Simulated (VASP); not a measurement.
# BiIr (zincblende type) (F-43m) in VASP: further runs, part 2 of 2

VASP 6.6.1.

**4. Single point, PBEsol (volume scaled by 0.76)**

INCAR

```
PREC     = Accurate       # precision mode
ENCUT    = 520            # plane-wave cutoff, eV
EDIFF    = 1E-6           # SCF threshold, eV
ISMEAR   = -1             # smearing method
SIGMA    = 0.1            # smearing width, eV
LREAL    = F              # projectors in reciprocal space
LASPH    = T              # aspherical terms in the spheres
NELM     = 80             # most SCF steps
ALGO     = Normal         # electronic algorithm
ISIF     = 2              # what is computed and relaxed
LWAVE    = F              # write WAVECAR
LCHARG   = T              # write CHGCAR
GGA      = PS             # functional
LELF     = T              # ELF
LVHAR    = T            
NBANDS   = 19             # bands
```

KPOINTS

```
Automatic mesh
0
Gamma
  12 12 12
```

POSCAR

```
BiIr
1.0
    0.0000000000      2.7595873792      2.7595873792
    2.7595873792      0.0000000000      2.7595873792
    2.7595873792      2.7595873792      0.0000000000
Ir Bi
1 1
Direct
    0.0000000000      0.0000000000      0.0000000000
    0.2500000000      0.2500000000      0.2500000000
```

Potentials or basis: VASP PAW PBE potentials, release 64 (Ir, Bi_d).

The run is started by

```
> cat potpaw_PBE.64/Ir/POTCAR potpaw_PBE.64/Bi_d/POTCAR > POTCAR
> mpirun -np 1 vasp_std > vasp.out
```

OUTCAR:

```text
PREC = Accurate
   ENCUT = 520
   EDIFF = 1E-6
   ISMEAR = -1
   LREAL = F
   LASPH = T
   NELM = 80
   ISIF = 2
   GGA = PS

 ion  position               nearest neighbor table
   1  0.000  0.000  0.000-   2 2.39   2 2.39   2 2.39   2 2.39
   2  0.250  0.250  0.250-   1 2.39   1 2.39   1 2.39   1 2.39

  LATTYP: Found a face centered cubic cell.
 ALAT       =     5.5191747584

  Lattice vectors:

 A1 = (   0.0000000000,   2.7595873792,   2.7595873792)
 A2 = (   2.7595873792,   0.0000000000,   2.7595873792)
 A3 = (   2.7595873792,   2.7595873792,   0.0000000000)

Analysis of symmetry for initial positions (statically):
=====================================================================
 Subroutine PRICEL returns:
 Original cell was already a primitive cell.

 Routine SETGRP: Setting up the symmetry group for a
 face centered cubic supercell.

 Subroutine GETGRP returns: Found 24 space group operations
 (whereof 24 operations were pure point group operations)
 out of a pool of 48 trial point group operations.

The static configuration has the point symmetry T_d .

Analysis of symmetry for dynamics (positions and initial velocities):
=====================================================================
 Subroutine PRICEL returns:
 Original cell was already a primitive cell.

 Routine SETGRP: Setting up the symmetry group for a
 face centered cubic supercell.

 Subroutine GETGRP returns: Found 24 space group operations
 (whereof 24 operations were pure point group operations)
 out of a pool of 48 trial point group operations.

The dynamic configuration has the point symmetry T_d .

 Subroutine INISYM returns: Found 24 space group operations
 (whereof 24 operations are pure point group operations),
 and found     1 'primitive' translations

[... 100 lines left out ...]
   ISIF   =      2    stress and relaxation
   ISYM   =      2    0-nonsym 1-usesym 2-fastsym
   POTIM  = 0.5000    time-step for ionic-motion
   TEBEG  =    0.0;   TEEND  =   0.0 temperature during run
   PSTRESS=    0.0 pullay stress
   NELECT =      24.0000    total number of electrons
   NUPDOWN=      -1.0000    fix difference up-down
   EMIN   =  10.00;   EMAX   =-10.00  energy-range for DOS
   EFERMI =   0.00;   METHOD = LEGACY
   ISMEAR =    -1;   SIGMA  =   0.10  broadening in eV -4-tet -1-fermi 0-gaus
   EFERMI_NEDOS =   21; number of points for ismear=-14 and -15
   IALGO  =     38    algorithm
   IMIX   =      4    mixing-type and parameters
     AMIX     =   0.40;   BMIX     =  1.00
     AMIX_MAG =   1.60;   BMIX_MAG =  1.00
  volume/ion in A,a.u.               =      21.02       141.82
  Fermi-wavevector in a.u.,A,eV,Ry     =   1.358181  2.566591 25.098076  1.844657
  Thomas-Fermi vector in A             =   2.485037
   LORBIT       =      0    0 simple, 1 ext, 2 COOP (PROOUT), +10 PAW based schemes
   GGA     = PS    functional components
   LHFCALC =     F    Hartree Fock is set to
   AEXX    =    0.0000 exact exchange contribution
   IVDW    =     0    specifies the selected vdW correction
   LEPSILON=     F    determine dielectric tensor
   LRPA    =     F    only Hartree local field effects (RPA)
 non-spin polarized calculation
  energy-cutoff  :      520.00
  volume of cell :       42.03
 maximum number of plane-waves:      1158
 NGX is ok and might be reduce to    30
   NGX = 15   NGY = 15   NGZ = 15

 number of electron      24.0000002 magnetization

 Free energy of the ion-electron system (eV)
  ---------------------------------------------------
  ext. energy  EPLUGINS =         0.00000000
  ---------------------------------------------------
  free energy    TOTEN  =       -10.90167426 eV

  energy without entropy =      -10.86870621  energy(sigma->0) =      -10.88519023

 E-fermi :   8.9379     XC(G=0): -11.7335

 val. band max:        8.9292898306   @ k =   0.5000   0.4167   0.0833
 cond. band min:       8.9415547821   @ k =  -0.4167   0.3333   0.1667
 fundamental gap:      0.0122649515
 Fermi energy:         8.9379323929

 k-point     1 :       0.0000    0.0000    0.0000
  band No.  band energies     occupation
      1     -14.0777      2.00000
      2     -14.0777      2.00000
      3     -14.0777      2.00000
      4     -13.9930      2.00000
      5     -13.9930      2.00000
      6      -5.0865      2.00000
[... 505 lines left out ...]
      6      -3.2524      2.00000
[... 11 lines left out ...]
     18      20.7043      0.00000
     19      21.9859      0.00000

 [... further k-points ...]
[... 5 lines left out ...]
  --------------------------------------------------------------------------------------
  -------------------------------------------------------------------------------------
  Total       14.0296606     14.0296606     14.0296606      0.0000000      0.0000000     -0.0000000
  in kB      534.8048072    534.8048072    534.8048072      0.0000000      0.0000000     -0.0000000
  external PRESSURE =     534.8048072 kB  Pullay stress =       0.0000000 kB

 VOLUME and BASIS-vectors are now :
 -----------------------------------------------------------------------------
  energy-cutoff  :      520.00
  volume of cell :       42.03
      direct lattice vectors                 reciprocal lattice vectors
     0.000000000  2.759587379  2.759587379    -0.181186508  0.181186508  0.181186508
     2.759587379  0.000000000  2.759587379     0.181186508 -0.181186508  0.181186508
     2.759587379  2.759587379  0.000000000     0.181186508  0.181186508 -0.181186508

 POSITION                                       TOTAL-FORCE (eV/Angst)
 -----------------------------------------------------------------------------------
      0.00000      0.00000      0.00000         0.000000      0.000000      0.000000
      1.37979      1.37979      1.37979        -0.000000     -0.000000     -0.000000
 -----------------------------------------------------------------------------------
    total drift:                                0.000000      0.000000      0.000000

  FREE ENERGIE OF THE ION-ELECTRON SYSTEM (eV)
  ---------------------------------------------------
  free  energy   TOTEN  =       -10.9016742628 eV

  energy  without entropy=      -10.8687062055  energy(sigma->0) =      -10.88519023
```

OSZICAR:

```text
N       E                     dE             d eps       ncg     rms          rms(c)
DAV:   1     0.247504596236E+03    0.24750E+03   -0.12359E+04  2736   0.154E+03
DAV:   2     0.615163226477E+01   -0.24135E+03   -0.23269E+03  2742   0.423E+02
DAV:   3    -0.106727163686E+02   -0.16824E+02   -0.16692E+02  3159   0.122E+02
DAV:   4    -0.111026196774E+02   -0.42990E+00   -0.42966E+00  3418   0.197E+01
DAV:   5    -0.111168195638E+02   -0.14200E-01   -0.14199E-01  3591   0.338E+00    0.137E+01
DAV:   6    -0.109767072905E+02    0.14011E+00   -0.37376E-02  3957   0.248E+00    0.802E+00
DAV:   7    -0.109016580587E+02    0.75049E-01   -0.59056E-02  3897   0.276E+00    0.223E-01
DAV:   8    -0.109017174629E+02   -0.59404E-04   -0.36069E-03  3345   0.694E-01    0.805E-02
DAV:   9    -0.109016724484E+02    0.45015E-04   -0.20770E-04  3586   0.191E-01    0.382E-02
DAV:  10    -0.109016747889E+02   -0.23405E-05   -0.21307E-05  3194   0.481E-02    0.258E-02
DAV:  11    -0.109016742628E+02    0.52610E-06   -0.21568E-06  3226   0.140E-02
   1 F= -.10901674E+02 E0= -.10885190E+02  d E =-.329681E-01
```

It took 37 s on 1 thread of Intel Xeon Platinum 8488C (Sapphire Rapids), shared host; peak memory 0.21 GiB.

What came out:

- Free energy: -10.9017 eV
- Pressure: 53.5 GPa
- Band gap on the k mesh: zero (band 12 reaches 12.94 eV, above the bottom of band 13 at 8.03 eV)

Caveat: the PAW data sets were made with another functional, which shifts forces and pressure a little; spin-orbit coupling is left out, which moves the levels of the heavy elements.

**5. Single point, PBEsol (volume scaled by 0.76)**

INCAR

```
SYSTEM = BiIr
PREC = Accurate
ENCUT = 520
EDIFF = 1E-6
ISMEAR = -1
SIGMA = 0.1
LREAL = .False.
LASPH = .True.
NELM = 100
ALGO = Normal
ISIF = 2
LWAVE = .False.
LCHARG = .False.
GGA = PS
NBANDS = 19
```

KPOINTS

```
regular mesh
0
Gamma
  12 12 12
  0 0 0
```

POSCAR is that of step 4.

The run is started by

```
> cat potpaw_PBE.64/Ir/POTCAR potpaw_PBE.64/Bi_d/POTCAR > POTCAR
> mpirun -np 1 vasp_std > vasp.out
```

It took 35 s on 1 thread of Intel Xeon Platinum 8488C (Sapphire Rapids), shared host; peak memory 0.21 GiB.

It converged, with:

```
Free energy            : -10.9017 eV
Pressure               : 53.5 GPa
Band gap on the k mesh : zero (band 12 reaches 12.94 eV, above the bottom of band 13 at 8.03 eV)
```

Levels at points of the mesh, in eV from the Fermi level:
```tsv
k point	band 8	band 9	band 10	band 11	band 12	band 13	band 14	band 15	band 16	band 17
(0.00, 0.00, 0.00)	-4.81	-4.81	-2.31	-2.31	3.94	7.12	7.12	7.12	8.04	8.04
(0.50, 0.00, 0.00)	-4.41	-4.41	-2.23	-2.23	-1.88	3.47	3.47	4.89	9.17	9.97
(0.50, 0.50, 0.00)	-2.99	-2.99	-2.74	-2.37	-1.47	-0.33	-0.33	6.25	6.44	15.26
```

Caveat: the PAW data sets were made with another functional, which shifts forces and pressure a little; spin-orbit coupling is left out, which moves the levels of the heavy elements.
